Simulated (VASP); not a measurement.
# Rh (P-1) in VASP: a series of runs

Runs on Rh. Level: PBE. Tasks: single point.

All numbers are computed with VASP 6.6.1; they aren't measurements. Logs are shortened: lines on timing, memory, paths and dates and some standing lists are left out, and cuts for length are marked.

### 1 The cell of the first run

The typed cell holds 1 atom: a = 2.720 Å, b = 2.682 Å, c = 2.658 Å, α = 58.36°, β = 61.98°, γ = 59.55°.

### 2 Single point, PBE

INCAR reads:

```
SYSTEM = Rh
  PREC = Accurate
  ENCUT = 520
  EDIFF = 1E-7
  ISMEAR = 0
  SIGMA = 0.05
  LREAL = .False.
  LASPH = .True.
  NELM = 100
  ALGO = Fast
  ISIF = 2
  LWAVE = .False.
  LCHARG = .True.
  GGA = PE
  LELF = .True.
  LVHAR = .True.
  NBANDS = 14
```

KPOINTS reads:

```
Automatic mesh
0
Gamma
  8 9 9
  0 0 0
```

POSCAR reads:

```
Rh
1.0
   -0.0393340000      1.8830950000      1.9624630000
    1.9019270000      0.0328110000      1.8903180000
    1.9246520000      1.8336750000      0.0100860000
Rh
1
Direct
    0.0047670000      0.0035010000     -0.0058200000
```

Potentials or basis: VASP PAW PBE potentials, release 64 (Rh_pv).

Launch:

```
> cat potpaw_PBE.64/Rh_pv/POTCAR > POTCAR
> mpirun -np 1 vasp_std > vasp.out
```

OUTCAR:

```text
SYSTEM = Rh
   PREC = Accurate
   ENCUT = 520
   EDIFF = 1E-7
   ISMEAR = 0
   LREAL = .False.
   LASPH = .True.
   NELM = 100
   ISIF = 2
   GGA = PE

 ion  position               nearest neighbor table
   1  0.005  0.004  0.994-

  LATTYP: Found a triclinic cell.
 ALAT       =     2.6583361439
 B/A-ratio  =     1.0088022370
 C/A-ratio  =     1.0419073370
 COS(alpha) =     0.0058057055
 COS(beta)  =     0.4984011468
 COS(gamma) =     0.5245899917

  Lattice vectors:

 A1 = (   1.9246520000,   1.8336750000,   0.0100860000)
 A2 = (   1.9019270000,   0.0328110000,   1.8903180000)
 A3 = (   1.9639860000,  -0.0494200000,  -1.9523770000)

Analysis of symmetry for initial positions (statically):
=====================================================================
 Subroutine PRICEL returns:
 Original cell was already a primitive cell.

 Routine SETGRP: Setting up the symmetry group for a
 triclinic supercell.

 Subroutine GETGRP returns: Found  2 space group operations
 (whereof  1 operations were pure point group operations)
 out of a pool of  2 trial point group operations.

The static configuration has the point symmetry C_1 .
 The point group associated with its full space group is S_2 .

Analysis of symmetry for dynamics (positions and initial velocities):
=====================================================================
 Subroutine PRICEL returns:
 Original cell was already a primitive cell.

 Routine SETGRP: Setting up the symmetry group for a
 triclinic supercell.

 Subroutine GETGRP returns: Found  2 space group operations
 (whereof  1 operations were pure point group operations)
 out of a pool of  2 trial point group operations.

The dynamic configuration has the point symmetry C_1 .
 The point group associated with its full space group is S_2 .

 Subroutine INISYM returns: Found  2 space group operations
 (whereof  1 operations are pure point group operations),
 and found     1 'primitive' translations

----------------------------------------------------------------------------------------

                                     Primitive cell

  volume of cell :      13.6715

  direct lattice vectors                    reciprocal lattice vectors
    -0.039334000  1.883095000  1.962463000    -0.253512984  0.264713201  0.250475150
     1.901927000  0.032811000  1.890318000     0.261824338 -0.276301820  0.270375123
     1.924652000  1.833675000  0.010086000     0.255660526  0.278449362 -0.262063768

  length of vectors
     2.720083633  2.681735449  2.658336144     0.443936609  0.466901903  0.459971488

  position of ions in fractional coordinates (direct lattice)
     0.004767000  0.003501000  0.994180000

  ion indices of the primitive-cell ions
   primitive index   ion index
                 1           1

----------------------------------------------------------------------------------------

 KPOINTS: Automatic mesh

Automatic generation of k-mesh.
 Grid dimensions read from file:
 generate k-points for:    8    9    9

 Generating k-lattice:

  Cartesian coordinates                     Fractional coordinates (reciprocal lattice)
    -0.031689123  0.033089150  0.031309394     0.125000000  0.000000000  0.000000000
     0.029091593 -0.030700202  0.030041680    -0.000000000  0.111111111 -0.000000000
     0.028406725  0.030938818 -0.029118196     0.000000000 -0.000000000  0.111111111

  Length of vectors
     0.055492076  0.051877989  0.051107943

  Shift w.r.t. Gamma in fractional coordinates (k-lattice)
     0.000000000  0.000000000  0.000000000

 Subroutine IBZKPT returns following result:
 ===========================================

 Found    325 irreducible k-points:

 Following reciprocal coordinates:
            Coordinates               Weight
  0.000000  0.000000  0.000000      1.000000
  0.125000  0.000000  0.000000      2.000000
  0.250000  0.000000  0.000000      2.000000
  0.375000  0.000000  0.000000      2.000000
  0.500000  0.000000  0.000000      1.000000
  0.000000  0.111111 -0.000000      2.000000
[... 16 lines left out ...]
  0.125000  0.333333 -0.000000      2.000000
  0.250000  0.333333  0.000000      2.000000
 [... further k-points ...]
   k-points           NKPTS =    325   k-points in BZ     NKDIM =    325   number of bands    NBANDS=     14
   number of dos      NEDOS =    301   number of ions     NIONS =      1
   total plane-waves  NPLWV =   8000
   dimension x,y,z NGX =    20 NGY =   20 NGZ =   20
   dimension x,y,z NGXF=    40 NGYF=   40 NGZF=   40
   ions per type =               1
   NGX,Y,Z   is equivalent  to a cutoff of  12.22, 12.40, 12.51 a.u.
   NGXF,Y,Z  is equivalent  to a cutoff of  24.45, 24.80, 25.02 a.u.
 SYSTEM =  Rh
   PREC   = accura    normal or accurate (medium, high low for compatibility)
   ISTART =      0    job   : 0-new  1-cont  2-samecut
   ICHARG =      2    charge: 1-file 2-atom 10-const
   ISPIN  =      1    spin polarized calculation?
   LNONCOLLINEAR =      F non collinear calculations
   LSORBIT =      F    spin-orbit coupling
   LASPH  =      T    aspherical Exc in radial PAW
   ENCUT  =  520.0 eV  38.22 Ry    6.18 a.u.   5.06  4.99  4.94*2*pi/ulx,y,z
   NELM   =    100;   NELMIN=  2; NELMDL= -5     # of ELM steps
   EDIFF  = 0.1E-06   stopping-criterion for ELM
   LREAL  =      F    real-space projection
   EDIFFG = 0.1E-05   stopping-criterion for IOM
   NSW    =      0    number of steps for IOM
   IBRION =     -1    ionic relax: 0-MD 1-quasi-New 2-CG
   NFREE  =      0    steps in history (QN), initial steepest desc. (CG)
   ISIF   =      2    stress and relaxation
   ISYM   =      2    0-nonsym 1-usesym 2-fastsym
   POTIM  = 0.5000    time-step for ionic-motion
   TEBEG  =    0.0;   TEEND  =   0.0 temperature during run
   PSTRESS=    0.0 pullay stress
   NELECT =      15.0000    total number of electrons
   NUPDOWN=      -1.0000    fix difference up-down
   EMIN   =  10.00;   EMAX   =-10.00  energy-range for DOS
   EFERMI =   0.00;   METHOD = LEGACY
   ISMEAR =     0;   SIGMA  =   0.05  broadening in eV -4-tet -1-fermi 0-gaus
   EFERMI_NEDOS =   21; number of points for ismear=-14 and -15
   IALGO  =     68    algorithm
   IMIX   =      4    mixing-type and parameters
     AMIX     =   0.40;   BMIX     =  1.00
     AMIX_MAG =   1.60;   BMIX_MAG =  1.00
  volume/ion in A,a.u.               =      13.67        92.26
  Fermi-wavevector in a.u.,A,eV,Ry     =   1.688496  3.190795 38.790470  2.851019
  Thomas-Fermi vector in A             =   2.770792
   LORBIT       =      0    0 simple, 1 ext, 2 COOP (PROOUT), +10 PAW based schemes
   GGA     = PE    functional components
   LHFCALC =     F    Hartree Fock is set to
   AEXX    =    0.0000 exact exchange contribution
   IVDW    =     0    specifies the selected vdW correction
   LEPSILON=     F    determine dielectric tensor
   LRPA    =     F    only Hartree local field effects (RPA)
 non-spin polarized calculation
 RMM-DIIS sequential band-by-band and
 Gauss-broadening in eV      SIGMA  =   0.05
  energy-cutoff  :      520.00
  volume of cell :       13.67
 maximum number of plane-waves:       378
   NGX = 11   NGY =  9   NGZ =  9

 number of electron      15.0000000 magnetization

 Free energy of the ion-electron system (eV)
  ---------------------------------------------------
  ext. energy  EPLUGINS =         0.00000000
  ---------------------------------------------------
  free energy    TOTEN  =        -7.19526090 eV

  energy without entropy =       -7.19344264  energy(sigma->0) =       -7.19435177

 E-fermi :  11.9713     XC(G=0): -14.0643

 val. band max:       11.9707338967   @ k =   0.3750   0.0000   0.4444
 cond. band min:      11.9784427249   @ k =   0.2500  -0.1111   0.3333
 fundamental gap:      0.0077088282
 Fermi energy:        11.9713328001

 k-point     1 :       0.0000    0.0000    0.0000
  band No.  band energies     occupation
      1     -34.3954      2.00000
      2     -34.3728      2.00000
      3     -34.3387      2.00000
      4       4.0111      2.00000
      5       8.4910      2.00000
      6       8.8564      2.00000
      7       9.3492      2.00000
      8      10.7496      2.00000
      9      11.3211      2.00000
     10      28.0018      0.00000
     11      32.4250      0.00000
     12      32.5428      0.00000
     13      33.4022      0.00000
     14      34.8259      0.00000

 k-point     2 :       0.1250    0.0000    0.0000
  band No.  band energies     occupation
      1     -34.4940      2.00000
      2     -34.3880      2.00000
      3     -34.3501      2.00000
      4       4.5770      2.00000
      5       8.3684      2.00000
      6       8.9686      2.00000
      7       9.4609      2.00000
      8      10.7751      2.00000
      9      11.2504      2.00000
     10      28.5808      0.00000
     11      30.4863      0.00000
     12      32.5438      0.00000
     13      34.2598      0.00000
     14      35.4157      0.00000

 k-point     3 :       0.2500    0.0000    0.0000
  band No.  band energies     occupation
      1     -34.7341      2.00000
      2     -34.4239      2.00000
      3     -34.3718      2.00000
      4       5.6938      2.00000
      5       8.6026      2.00000
      6       8.9639      2.00000
      7       9.5406      2.00000
      8      11.2437      2.00000
      9      11.4218      2.00000
     10      26.4389      0.00000
     11      29.5515      0.00000
     12      32.5435      0.00000
     13      36.4722      0.00000
     14      37.3341      0.00000

 k-point     4 :       0.3750    0.0000    0.0000
  band No.  band energies     occupation
      1     -34.9693      2.00000
      2     -34.4595      2.00000
      3     -34.3927      2.00000
      4       5.9200      2.00000
      5       8.7119      2.00000
      6       9.3406      2.00000
      7      10.6031      2.00000
      8      12.0025      0.37747
      9      12.1844      0.00000
     10      22.4425      0.00000
     11      28.4337      0.00000
     12      32.5435      0.00000
     13      34.8590      0.00000
     14      35.6760      0.00000

 k-point     5 :       0.5000    0.0000    0.0000
  band No.  band energies     occupation
      1     -35.0652      2.00000
      2     -34.4742      2.00000
      3     -34.4013      2.00000
      4       5.8319      2.00000
      5       8.5827      2.00000
      6       9.2213      2.00000
      7      12.3210      0.00000
      8      12.3547      0.00000
      9      12.6449      0.00000
     10      20.0923      0.00000
     11      27.8331      0.00000
[... 276 lines left out ...]
 k-point    22 :       0.0000    0.3333   -0.0000
  band No.  band energies     occupation
      1     -34.9822      2.00000
      2     -34.4961      2.00000
      3     -34.4321      2.00000
      4       6.0725      2.00000
      5       8.7100      2.00000
      6       9.4619      2.00000
      7      10.2234      2.00000
      8      11.6267      2.00000
      9      11.8253      1.99996
     10      25.0562      0.00000
     11      28.6508      0.00000
     12      32.5442      0.00000
     13      34.7968      0.00000
     14      35.8730      0.00000

 k-point    23 :       0.1250    0.3333   -0.0000
  band No.  band energies     occupation
      1     -34.9102      2.00000
      2     -34.4943      2.00000
      3     -34.4592      2.00000
      4       6.4119      2.00000
      5       8.4220      2.00000
      6       8.7958      2.00000
      7       9.9453      2.00000
      8      11.7280      2.00000
      9      12.0247      0.13105
     10      26.6670      0.00000
     11      29.7762      0.00000
     12      32.5424      0.00000
     13      32.9991      0.00000
     14      34.3488      0.00000

 k-point    24 :       0.2500    0.3333    0.0000
  band No.  band energies     occupation
      1     -34.8976      2.00000
      2     -34.5251      2.00000
      3     -34.5203      2.00000
      4       6.5036      2.00000
      5       7.0402      2.00000
      6       9.8492      2.00000
      7      10.9639      2.00000
      8      11.8025      2.00000
      9      12.1332      0.00000
     10      28.3204      0.00000
     11      29.7492      0.00000
     12      30.3555      0.00000
     13      32.5390      0.00000
     14      33.2004      0.00000

 [... further k-points ...]

------------------------ aborting loop because EDIFF is reached ----------------------------------------

  FORCE on cell =-STRESS in cart. coord.  units (eV):
  Direction    XX          YY          ZZ          XY          YZ          ZX
  --------------------------------------------------------------------------------------
  -------------------------------------------------------------------------------------
  Total        0.3043797      1.3949863      0.5874534      0.2238059     -0.7966267      0.5328039
  in kB       35.6706227    163.4801308     68.8443676     26.2280852    -93.3576456     62.4399334
  external PRESSURE =      89.3317070 kB  Pullay stress =       0.0000000 kB

 VOLUME and BASIS-vectors are now :
 -----------------------------------------------------------------------------
  energy-cutoff  :      520.00
  volume of cell :       13.67
      direct lattice vectors                 reciprocal lattice vectors
    -0.039334000  1.883095000  1.962463000    -0.253512984  0.264713201  0.250475150
     1.901927000  0.032811000  1.890318000     0.261824338 -0.276301820  0.270375123
     1.924652000  1.833675000  0.010086000     0.255660526  0.278449362 -0.262063768

 POSITION                                       TOTAL-FORCE (eV/Angst)
 -----------------------------------------------------------------------------------
      1.91992      1.83209      0.02600         0.000000      0.000000     -0.000000
 -----------------------------------------------------------------------------------
    total drift:                                0.000007     -0.000000     -0.000004

  FREE ENERGIE OF THE ION-ELECTRON SYSTEM (eV)
  ---------------------------------------------------
  free  energy   TOTEN  =        -7.1952609038 eV

  energy  without entropy=       -7.1934426448  energy(sigma->0) =       -7.19435177
```

Wall time 25 s (1 thread of Intel Xeon 6975P-C (Granite Rapids), shared host); peak memory 0.17 GiB.

Results:

```
Free energy            : -7.1953 eV
Pressure               : 8.9 GPa
Band gap on the k mesh : zero (an odd number of electrons rules out a gap without spin polarisation)
```

Levels at points of the mesh, in eV from the Fermi level:
```tsv
k point	band 4	band 5	band 6	band 7	band 8	band 9	band 10	band 11
(0.00, 0.00, 0.00)	-7.96	-3.48	-3.11	-2.62	-1.22	-0.65	16.03	20.45
(0.50, 0.00, 0.00)	-6.14	-3.39	-2.75	0.35	0.38	0.67	8.12	15.86
```

Caveat: the stress differs along the axes, from 4 to 16 GPa.

### 3 Single point, PBE

INCAR reads:

```
  PREC = Accurate
  ENCUT = 520
  EDIFF = 1E-6
  ISMEAR = 0
  SIGMA = 0.05
  LREAL = False
  LASPH = True
  NELM = 80
  ALGO = Normal
  ISIF = 2
  LWAVE = False
  LCHARG = True
  GGA = PE
  LELF = True
  LVHAR = True
  NBANDS = 14
```

KPOINTS reads:

```
Automatic mesh
0
Gamma
  10 11 11
```

POSCAR is that of step 2.

Potentials or basis: VASP PAW PBE potentials, release 64 (Rh_pv).

Launch:

```
> cat potpaw_PBE.64/Rh_pv/POTCAR > POTCAR
> mpirun -np 1 vasp_std > vasp.out
```

It took 33 s on 1 thread of Intel Xeon 6975P-C (Granite Rapids), shared host; peak memory 0.21 GiB.

Results (log left out):

| Item | Value |
| --- | --- |
| Free energy | -7.2094 eV |
| Pressure | 8.7 GPa |
| Band gap on the k mesh | zero (an odd number of electrons rules out a gap without spin polarisation) |

Stress tensor (GPa, compression positive):
```
 4.14  1.96  5.77
 1.96 15.58 -9.83
 5.77 -9.83  6.45
```

Levels at points of the mesh, in eV from the Fermi level:
```tsv
k point	band 5	band 6	band 7	band 8	band 9	band 10
(0.00, 0.00, 0.00)	-3.50	-3.15	-2.64	-1.23	-0.67	16.00
(0.50, 0.00, 0.00)	-3.42	-2.78	0.34	0.37	0.66	8.10
```

Caveat: the stress differs along the axes, from 4 to 16 GPa.

### 4 Single point, PBE

INCAR reads:

```
  ALGO = Fast
  EDIFF = 1E-6
  ENCUT = 520
  GGA = PE
  ISIF = 2
  ISMEAR = 0
  LASPH = T
  LCHARG = F
  LREAL = F
  LWAVE = F
  NBANDS = 14
  NELM = 60
  PREC = Accurate
  SIGMA = 0.05
```

KPOINTS reads:

```
k-points
0
Gamma
  13 14 14
```

POSCAR is that of step 3.

Potentials or basis: VASP PAW PBE potentials, release 64 (Rh_pv).

Launch:

```
> cat potpaw_PBE.64/Rh_pv/POTCAR > POTCAR
> mpirun -np 1 vasp_std > vasp.out
```

OUTCAR:

```text
EDIFF = 1E-6
   ENCUT = 520
   GGA = PE
   ISIF = 2
   ISMEAR = 0
   LASPH = T
   LREAL = F
   NELM = 60
   PREC = Accurate

 ion  position               nearest neighbor table
   1  0.005  0.004  0.994-

  LATTYP: Found a triclinic cell.
 ALAT       =     2.6583361439
 B/A-ratio  =     1.0088022370
 C/A-ratio  =     1.0419073370
 COS(alpha) =     0.0058057055
 COS(beta)  =     0.4984011468
 COS(gamma) =     0.5245899917

  Lattice vectors:

[... 590 lines left out ...]
     12      32.5523      0.00000
     13      33.0232      0.00000
     14      33.9911      0.00000

 [... further k-points ...]

------------------------ aborting loop because EDIFF is reached ----------------------------------------

  FORCE on cell =-STRESS in cart. coord.  units (eV):
  Direction    XX          YY          ZZ          XY          YZ          ZX
  --------------------------------------------------------------------------------------
  -------------------------------------------------------------------------------------
  Total        0.3193063      1.3360812      0.5566106      0.1764449     -0.8279429      0.4858377
  in kB       37.4198958    156.5769682     65.2298646     20.6777928    -97.0276224     56.9359066
  external PRESSURE =      86.4089095 kB  Pullay stress =       0.0000000 kB

 VOLUME and BASIS-vectors are now :
 -----------------------------------------------------------------------------
  energy-cutoff  :      520.00
  volume of cell :       13.67
      direct lattice vectors                 reciprocal lattice vectors
    -0.039334000  1.883095000  1.962463000    -0.253512984  0.264713201  0.250475150
     1.901927000  0.032811000  1.890318000     0.261824338 -0.276301820  0.270375123
     1.924652000  1.833675000  0.010086000     0.255660526  0.278449362 -0.262063768

 POSITION                                       TOTAL-FORCE (eV/Angst)
 -----------------------------------------------------------------------------------
      1.91992      1.83209      0.02600         0.000000      0.000000      0.000000
 -----------------------------------------------------------------------------------
    total drift:                                0.000007     -0.000000     -0.000003

  FREE ENERGIE OF THE ION-ELECTRON SYSTEM (eV)
  ---------------------------------------------------
  free  energy   TOTEN  =        -7.2099798769 eV

  energy  without entropy=       -7.2083623995  energy(sigma->0) =       -7.20917114
```

OSZICAR:

```text
N       E                     dE             d eps       ncg     rms          rms(c)
DAV:   1     0.119966251962E+03    0.11997E+03   -0.87663E+03 35850   0.115E+03
DAV:   2    -0.612553273888E+01   -0.12609E+03   -0.12053E+03 39844   0.341E+02
DAV:   3    -0.769127926874E+01   -0.15657E+01   -0.15630E+01 42556   0.417E+01
DAV:   4    -0.769703648915E+01   -0.57572E-02   -0.57570E-02 40942   0.260E+00
DAV:   5    -0.769708736103E+01   -0.50872E-04   -0.50872E-04 41794   0.215E-01    0.104E+01
RMM:   6    -0.722922677211E+01    0.46786E+00   -0.75087E-01 38085   0.852E+00    0.375E+00
RMM:   7    -0.721322327580E+01    0.16003E-01   -0.31364E-02 39063   0.191E+00    0.170E+00
RMM:   8    -0.721032365757E+01    0.28996E-02   -0.64432E-03 42340   0.894E-01    0.245E-01
RMM:   9    -0.720997079377E+01    0.35286E-03   -0.78201E-04 44036   0.309E-01    0.140E-02
RMM:  10    -0.720998237100E+01   -0.11577E-04   -0.73543E-05 44270   0.111E-01    0.154E-02
RMM:  11    -0.720998059958E+01    0.17714E-05   -0.49056E-06 41562   0.292E-02    0.546E-03
RMM:  12    -0.720997987687E+01    0.72271E-06   -0.11806E-06 31306   0.138E-02
   1 F= -.72099799E+01 E0= -.72091711E+01  d E =-.161748E-02
```

Run time: 74 s. Hardware: 1 thread of Intel Xeon 6975P-C (Granite Rapids), shared host; peak memory 0.32 GiB.

Results:

```yaml
Free_energy: -7.2100 eV
Pressure: 8.6 GPa
Band_gap_on_the_k_mesh: zero (an odd number of electrons rules out a gap without spin polarisation)
```

Caveat: the stress differs along the axes, from 4 to 16 GPa.

(Part 1 of 2 ends here.)
